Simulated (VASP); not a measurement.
# Al (Fm-3m) in VASP: a series of runs

Runs on Al. Level: PBE. Tasks: single point, relaxation of cell and atoms.

Everything below comes from runs of VASP 6.6.1. Logs are shortened: lines on timing, memory, paths and dates and some standing lists are left out, and cuts for length are marked.

**1. The cell of the first run**

Symmetry: Fm-3m, No. 225, cubic system. Conventional cell: a = 4.039 Å, b = 4.039 Å, c = 4.039 Å, α = 90.00°, β = 90.00°, γ = 90.00°. Within 3.8 Å of Al (site symmetry m-3m) lie 12 Al at 2.86 Å.

**2. Single point, PBE**

INCAR

```
SYSTEM = Al
ALGO = Normal
EDIFF = 1E-7
ENCUT = 520
GGA = PE
ISIF = 2
ISMEAR = 1
LASPH = .True.
LCHARG = .True.
LELF = .True.
LREAL = .False.
LVHAR = .True.
LWAVE = .False.
NBANDS = 8
NELM = 60
PREC = Accurate
SIGMA = 0.1
```

KPOINTS

```
k-points
0
Gamma
  16 16 16
  0 0 0
```

POSCAR

```
Al
1.0
    0.0000000000      2.0194648000      2.0194648000
    2.0194648000      0.0000000000      2.0194648000
    2.0194648000      2.0194648000      0.0000000000
Al
1
Direct
    0.0000000000      0.0000000000      0.0000000000
```

Potentials or basis: VASP PAW PBE potentials, release 64 (Al).

Started as:

```bash
$ cat potpaw_PBE.64/Al/POTCAR > POTCAR
$ mpirun -np 1 vasp_std > vasp.out
```

OUTCAR:

```text
SYSTEM = Al
   EDIFF = 1E-7
   ENCUT = 520
   GGA = PE
   ISIF = 2
   ISMEAR = 1
   LASPH = .True.
   LREAL = .False.
   NELM = 60
   PREC = Accurate

 ion  position               nearest neighbor table
   1  0.000  0.000  0.000-

  LATTYP: Found a face centered cubic cell.
 ALAT       =     4.0389296000

  Lattice vectors:

 A1 = (   0.0000000000,   2.0194648000,   2.0194648000)
 A2 = (   2.0194648000,   0.0000000000,   2.0194648000)
 A3 = (   2.0194648000,   2.0194648000,   0.0000000000)

Analysis of symmetry for initial positions (statically):
=====================================================================
 Subroutine PRICEL returns:
 Original cell was already a primitive cell.

 Routine SETGRP: Setting up the symmetry group for a
 face centered cubic supercell.

 Subroutine GETGRP returns: Found 48 space group operations
 (whereof 48 operations were pure point group operations)
 out of a pool of 48 trial point group operations.

The static configuration has the point symmetry O_h .

Analysis of symmetry for dynamics (positions and initial velocities):
=====================================================================
 Subroutine PRICEL returns:
 Original cell was already a primitive cell.

 Routine SETGRP: Setting up the symmetry group for a
 face centered cubic supercell.

 Subroutine GETGRP returns: Found 48 space group operations
 (whereof 48 operations were pure point group operations)
 out of a pool of 48 trial point group operations.

The dynamic configuration has the point symmetry O_h .

 Subroutine INISYM returns: Found 48 space group operations
 (whereof 48 operations are pure point group operations),
 and found     1 'primitive' translations

----------------------------------------------------------------------------------------

                                     Primitive cell

  volume of cell :      16.4717

  direct lattice vectors                    reciprocal lattice vectors
     0.000000000  2.019464800  2.019464800    -0.247590352  0.247590352  0.247590352
     2.019464800  0.000000000  2.019464800     0.247590352 -0.247590352  0.247590352
     2.019464800  2.019464800  0.000000000     0.247590352  0.247590352 -0.247590352

  length of vectors
     2.855954509  2.855954509  2.855954509     0.428839069  0.428839069  0.428839069

  position of ions in fractional coordinates (direct lattice)
     0.000000000  0.000000000  0.000000000

  ion indices of the primitive-cell ions
   primitive index   ion index
                 1           1

----------------------------------------------------------------------------------------

 KPOINTS: k-points

Automatic generation of k-mesh.
 Grid dimensions read from file:
 generate k-points for:   16   16   16

 Generating k-lattice:

  Cartesian coordinates                     Fractional coordinates (reciprocal lattice)
    -0.015474397  0.015474397  0.015474397     0.062500000  0.000000000  0.000000000
     0.015474397 -0.015474397  0.015474397     0.000000000  0.062500000  0.000000000
     0.015474397  0.015474397 -0.015474397     0.000000000  0.000000000  0.062500000

  Length of vectors
     0.026802442  0.026802442  0.026802442

  Shift w.r.t. Gamma in fractional coordinates (k-lattice)
     0.000000000  0.000000000  0.000000000

 Subroutine IBZKPT returns following result:
 ===========================================

 Found    145 irreducible k-points:

 Following reciprocal coordinates:
            Coordinates               Weight
  0.000000  0.000000  0.000000      1.000000
  0.062500  0.000000  0.000000      8.000000
  0.125000  0.000000  0.000000      8.000000
  0.187500  0.000000  0.000000      8.000000
  0.250000  0.000000  0.000000      8.000000
  0.312500  0.000000  0.000000      8.000000
[... 16 lines left out ...]
 -0.125000  0.062500  0.000000     24.000000
 -0.062500  0.062500  0.000000     12.000000
 [... further k-points ...]
   k-points           NKPTS =    145   k-points in BZ     NKDIM =    145   number of bands    NBANDS=      8
   number of dos      NEDOS =    301   number of ions     NIONS =      1
   total plane-waves  NPLWV =  13824
   dimension x,y,z NGX =    24 NGY =   24 NGZ =   24
   dimension x,y,z NGXF=    48 NGYF=   48 NGZF=   48
   ions per type =               1
   NGX,Y,Z   is equivalent  to a cutoff of  13.97, 13.97, 13.97 a.u.
   NGXF,Y,Z  is equivalent  to a cutoff of  27.94, 27.94, 27.94 a.u.
 SYSTEM =  Al
   PREC   = accura    normal or accurate (medium, high low for compatibility)
   ISTART =      0    job   : 0-new  1-cont  2-samecut
   ICHARG =      2    charge: 1-file 2-atom 10-const
   ISPIN  =      1    spin polarized calculation?
   LNONCOLLINEAR =      F non collinear calculations
   LSORBIT =      F    spin-orbit coupling
   LASPH  =      T    aspherical Exc in radial PAW
   ENCUT  =  520.0 eV  38.22 Ry    6.18 a.u.   5.31  5.31  5.31*2*pi/ulx,y,z
   NELM   =     60;   NELMIN=  2; NELMDL= -5     # of ELM steps
   EDIFF  = 0.1E-06   stopping-criterion for ELM
   LREAL  =      F    real-space projection
   EDIFFG = 0.1E-05   stopping-criterion for IOM
   NSW    =      0    number of steps for IOM
   IBRION =     -1    ionic relax: 0-MD 1-quasi-New 2-CG
   NFREE  =      0    steps in history (QN), initial steepest desc. (CG)
   ISIF   =      2    stress and relaxation
   ISYM   =      2    0-nonsym 1-usesym 2-fastsym
   POTIM  = 0.5000    time-step for ionic-motion
   TEBEG  =    0.0;   TEEND  =   0.0 temperature during run
   PSTRESS=    0.0 pullay stress
   NELECT =       3.0000    total number of electrons
   NUPDOWN=      -1.0000    fix difference up-down
   EMIN   =  10.00;   EMAX   =-10.00  energy-range for DOS
   EFERMI =   0.00;   METHOD = LEGACY
   ISMEAR =     1;   SIGMA  =   0.10  broadening in eV -4-tet -1-fermi 0-gaus
   EFERMI_NEDOS =   21; number of points for ismear=-14 and -15
   IALGO  =     38    algorithm
   IMIX   =      4    mixing-type and parameters
     AMIX     =   0.40;   BMIX     =  1.00
     AMIX_MAG =   1.60;   BMIX_MAG =  1.00
  volume/ion in A,a.u.               =      16.47       111.16
  Fermi-wavevector in a.u.,A,eV,Ry     =   0.927974  1.753616 11.716453  0.861135
  Thomas-Fermi vector in A             =   2.054101
   LORBIT       =      0    0 simple, 1 ext, 2 COOP (PROOUT), +10 PAW based schemes
   GGA     = PE    functional components
   LHFCALC =     F    Hartree Fock is set to
   AEXX    =    0.0000 exact exchange contribution
   IVDW    =     0    specifies the selected vdW correction
   LEPSILON=     F    determine dielectric tensor
   LRPA    =     F    only Hartree local field effects (RPA)
 non-spin polarized calculation
 Methfessel and Paxton  Order N= 1 SIGMA  =   0.10
  energy-cutoff  :      520.00
  volume of cell :       16.47
 maximum number of plane-waves:       459
 NGX is ok and might be reduce to    24
   NGX = 11   NGY = 11   NGZ = 11

 number of electron       3.0000000 magnetization

 Free energy of the ion-electron system (eV)
  ---------------------------------------------------
  ext. energy  EPLUGINS =         0.00000000
  ---------------------------------------------------
  free energy    TOTEN  =        -3.75155872 eV

  energy without entropy =       -3.75190348  energy(sigma->0) =       -3.75167364

 E-fermi :   8.0594     XC(G=0): -10.2029

 val. band max:        8.0208997293   @ k =  -0.2500   0.3125   0.1250
 cond. band min:       8.1364476383   @ k =   0.4375   0.4375   0.0000
 fundamental gap:      0.1155479090
 Fermi energy:         8.0593744535

 k-point     1 :       0.0000    0.0000    0.0000
  band No.  band energies     occupation
      1      -3.1284      2.00000
      2      20.6466      0.00000
      3      20.6466      0.00000
      4      20.6466      0.00000
      5      22.1514      0.00000
      6      22.1514      0.00000
      7      22.1514      0.00000
      8      24.4960      0.00000

 k-point     2 :       0.0625    0.0000    0.0000
  band No.  band energies     occupation
      1      -3.0221      2.00000
      2      18.8604      0.00000
      3      20.2735      0.00000
      4      20.2735      0.00000
      5      22.6897      0.00000
      6      22.6897      0.00000
      7      22.7608      0.00000
      8      25.5978      0.00000

 k-point     3 :       0.1250    0.0000    0.0000
  band No.  band energies     occupation
      1      -2.7036      2.00000
      2      16.3416      0.00000
      3      19.7046      0.00000
      4      19.7046      0.00000
      5      22.7525      0.00000
      6      23.6935      0.00000
      7      23.6935      0.00000
      8      25.6986      0.00000

 k-point     4 :       0.1875    0.0000    0.0000
  band No.  band energies     occupation
      1      -2.1744      2.00000
      2      13.8440      0.00000
      3      19.2425      0.00000
      4      19.2425      0.00000
      5      22.5532      0.00000
      6      23.8748      0.00000
      7      23.8748      0.00000
      8      25.5366      0.00000

 k-point     5 :       0.2500    0.0000    0.0000
  band No.  band energies     occupation
      1      -1.4369      2.00000
      2      11.4607      0.00000
      3      18.9383      0.00000
      4      18.9383      0.00000
      5      22.3893      0.00000
      6      22.7918      0.00000
      7      22.7918      0.00000
      8      26.7998      0.00000
[... 177 lines left out ...]
 k-point    22 :      -0.1875    0.0625    0.0000
  band No.  band energies     occupation
      1      -1.8579      2.00000
      2      13.0986      0.00000
      3      17.2330      0.00000
      4      20.4593      0.00000
      5      22.3997      0.00000
      6      23.1656      0.00000
      7      23.9764      0.00000
      8      24.7379      0.00000

 k-point    23 :      -0.1250    0.0625    0.0000
  band No.  band energies     occupation
      1      -2.4564      2.00000
      2      15.5245      0.00000
      3      17.6987      0.00000
      4      20.7951      0.00000
      5      22.9194      0.00000
      6      23.2921      0.00000
      7      24.2308      0.00000
      8      24.7346      0.00000

 k-point    24 :      -0.0625    0.0625    0.0000
  band No.  band energies     occupation
      1      -2.8450      2.00000
      2      17.7866      0.00000
      3      18.5314      0.00000
      4      20.9223      0.00000
      5      22.3259      0.00000
      6      23.1801      0.00000
      7      23.8140      0.00000
      8      25.4958      0.00000

 [... further k-points ...]

------------------------ aborting loop because EDIFF is reached ----------------------------------------

  FORCE on cell =-STRESS in cart. coord.  units (eV):
  Direction    XX          YY          ZZ          XY          YZ          ZX
  --------------------------------------------------------------------------------------
  -------------------------------------------------------------------------------------
  Total        0.0019185      0.0019185      0.0019185     -0.0000000     -0.0000000      0.0000000
  in kB        0.1866089      0.1866089      0.1866089     -0.0000000     -0.0000000      0.0000000
  external PRESSURE =       0.1866089 kB  Pullay stress =       0.0000000 kB

 VOLUME and BASIS-vectors are now :
 -----------------------------------------------------------------------------
  energy-cutoff  :      520.00
  volume of cell :       16.47
      direct lattice vectors                 reciprocal lattice vectors
     0.000000000  2.019464800  2.019464800    -0.247590352  0.247590352  0.247590352
     2.019464800  0.000000000  2.019464800     0.247590352 -0.247590352  0.247590352
     2.019464800  2.019464800  0.000000000     0.247590352  0.247590352 -0.247590352

 POSITION                                       TOTAL-FORCE (eV/Angst)
 -----------------------------------------------------------------------------------
      0.00000      0.00000      0.00000         0.000000      0.000000     -0.000000
 -----------------------------------------------------------------------------------
    total drift:                               -0.000000     -0.000000      0.000000

  FREE ENERGIE OF THE ION-ELECTRON SYSTEM (eV)
  ---------------------------------------------------
  free  energy   TOTEN  =        -3.7515587235 eV

  energy  without entropy=       -3.7519034796  energy(sigma->0) =       -3.75167364
```

It took 8.2 s on 1 thread of Intel Xeon Platinum 8375C at 2.90GHz (Ice Lake), shared host; peak memory 0.14 GiB.

Results:

```
Free energy : -3.7516 eV
Pressure    : 0.0 GPa
```

**3. Relaxation of cell and atoms, PBE**

INCAR

```
SYSTEM = Al
PREC = Accurate
ENCUT = 600
EDIFF = 1E-7
ISMEAR = 1
SIGMA = 0.1
LREAL = .FALSE.
LASPH = .TRUE.
NELM = 60
ALGO = Normal
ISIF = 3
LWAVE = .FALSE.
LCHARG = .FALSE.
GGA = PE
IBRION = 2
NSW = 80
EDIFFG = -0.005
```

KPOINTS

```
Automatic mesh
0
G
  16 16 16
  0 0 0
```

POSCAR is that of step 2.

Potentials or basis: VASP PAW PBE potentials, release 64 (Al).

Started as:

```bash
$ cat potpaw_PBE.64/Al/POTCAR > POTCAR
$ mpirun -np 1 vasp_std > vasp.out
```

Run time: 5.1 s. Hardware: 1 thread of Intel Xeon Platinum 8375C at 2.90GHz (Ice Lake), shared host; peak memory 0.14 GiB.

Results (log left out):

```yaml
Free_energy: -3.7516 eV
Pressure_after_relaxing: 0.0 GPa
```

Final structure:
```
Al
1.0
     0.00000    2.01946    2.01946
     2.01946    0.00000    2.01946
     2.01946    2.01946    0.00000
Al
1
Direct
  0.00000 0.00000 0.00000
```

Levels at points of the mesh, in eV from the Fermi level:
| k point | band 1 | band 2 | band 3 | band 4 | band 5 |
| --- | --- | --- | --- | --- | --- |
| (0.00, 0.00, 0.00) | -11.19 | 12.59 | 12.59 | 12.59 | 14.09 |
| (0.50, 0.00, 0.00) | -4.64 | -4.42 | 11.39 | 11.39 | 11.43 |
| (0.50, 0.50, 0.00) | -2.97 | -1.64 | 5.22 | 5.56 | 5.56 |

Caveat: the relaxation stopped at its first step, so nothing moved.
